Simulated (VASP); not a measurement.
Al16HO, 18 atoms in the cell. The cell holds a slab with vacuum, 18 atoms: a = 5.728 Å, b = 5.728 Å, c = 18.015 Å, α = 90.00°, β = 90.00°, γ = 60.00°. 

| Quantity | Value |
| --- | --- |
| Program | VASP 6.6.1 |
| Task | single point |
| Functional | PBE |
| Potentials or basis | VASP PAW PBE potentials, release 64 (Al, O, H) |
| Cutoff | 520 eV |
| k mesh | 2 × 2 × 1 |
| Occupations | fermi-dirac, width 0.15 eV |
| Spin | no spin polarisation |
| Dipole correction | no |
| Further INCAR settings | LREAL = Auto; ALGO = Normal; EDIFF = 1e-07; NBANDS = 42 |

Potentials or basis: VASP PAW PBE potentials, release 64 (Al, O, H).

The run is started by

```console
$ cat potpaw_PBE.64/Al/POTCAR potpaw_PBE.64/O/POTCAR potpaw_PBE.64/H/POTCAR > POTCAR
$ mpirun -np 1 vasp_std > vasp.out
```

Hardware: 1 thread of Intel(R) Xeon(R) Platinum 8259CL CPU @ 2.50GHz (Skylake/Cascade Lake), with other jobs on the host.

Question: How long does it take, and how much memory?

Answer: It took 3.9 min on 1 thread of Intel(R) Xeon(R) Platinum 8259CL CPU @ 2.50GHz (Skylake/Cascade Lake) (shared host), peak memory 0.64 GiB. Counts: scf iterations 23, k points 4.
